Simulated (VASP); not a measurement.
Input of a VASP 6.6.1 run:

File INCAR:

```
ALGO = Normal
EDIFF = 1E-6
ENCUT = 520
GGA = PE
ISIF = 2
ISMEAR = 0
IVDW = 12
LASPH = T
LCHARG = F
LREAL = F
LWAVE = F
NBANDS = 16
NELM = 60
PREC = Accurate
SIGMA = 0.05
```

Contents of KPOINTS:

```
k-points
0
Gamma
  12 12 4
```

Contents of POSCAR:

```
BN
1.0
    2.5061233057      0.0000000000      0.0000000000
   -1.2530616528      2.1703664477      0.0000000000
    0.0000000000      0.0000000000      6.5973571420
B N
2 2
Direct
    0.0000000000      0.0000000000      0.4272435932
    0.3333333333      0.6666666667      0.0000000000
    0.0000000000      0.0000000000      0.0000000000
    0.6666666667      0.3333333333      0.5000000000
```

Potentials or basis: VASP PAW PBE potentials, release 64 (B, N).

Command:

```bash
$ cat potpaw_PBE.64/B/POTCAR potpaw_PBE.64/N/POTCAR > POTCAR
$ mpirun -np 1 vasp_std > vasp.out
```

(1) What does it give for the largest force?

(2) Predict the band gap on the k mesh.

Answers

(1) 6.610 eV/Å.

(2) 2.90 eV.

Caveat: the cell differs from its parent crystal (atom 1 (B) moved by +0.000 Å along [1 2 0] and -0.480 Å along [0 0 1]); the cell stands under tension; forces of over 1 eV/Å act on the atoms, so gaps and moduli don't describe the material at rest.
